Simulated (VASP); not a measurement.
Set up this calculation in VASP 6.6.1, as the native input.

- Task: single point
- Functional: RPBE
- Dispersion: D3(BJ)
- Potentials or basis: VASP PAW PBE potentials, release 64 (W_sv, C)
- Cutoff: 520 eV
- k mesh: 10 × 10 × 10
- Occupations: fermi-dirac, width 0.05 eV
- Spin: no spin polarisation
- Dipole correction: no
- Further INCAR settings: ALGO = Normal; EDIFF = 1e-07; NBANDS = 16

The structure of WC lies in POSCAR:

```
WC
1.0
    0.0000000000      2.1182677034      2.1182677034
    2.1182677034      0.0000000000      2.1182677034
    2.1182677034      2.1182677034      0.0000000000
W C
1 1
Direct
    0.0000000000      0.0000000000      0.0000000000
    0.5000000000      0.5000000000      0.5000000000
```

These files were run (other wordings do the same):

INCAR

```
PREC = Accurate
ENCUT = 520
EDIFF = 1E-7
ISMEAR = -1
SIGMA = 0.05
LREAL = F
LASPH = T
NELM = 60
ALGO = Normal
ISIF = 2
LWAVE = F
LCHARG = T
GGA = RP
IVDW = 12
LELF = T
LVHAR = T
NBANDS = 16
```

KPOINTS

```
Automatic mesh
0
Gamma
  10 10 10
```

Potentials or basis: VASP PAW PBE potentials, release 64 (W_sv, C).

Run with:

```sh
$ cat potpaw_PBE.64/W_sv/POTCAR potpaw_PBE.64/C/POTCAR > POTCAR
$ mpirun -np 1 vasp_std > vasp.out
```

It gave:

- Pressure: 1.3 GPa
- Band gap on the k mesh: zero (band 9 reaches 15.43 eV, above the bottom of band 10 at 11.70 eV)
- Dispersion energy per atom: -2.955 eV

Caveat: the PAW data sets were made with another functional, which shifts forces and pressure a little; spin-orbit coupling is left out, which moves the levels of the heavy elements; pairwise dispersion overbinds metals, which lowers pressure and volume.

It took 8.1 s on 1 thread of Intel(R) Xeon(R) Platinum 8559C (Emerald Rapids), on a shared host, peak memory 0.15 GiB.
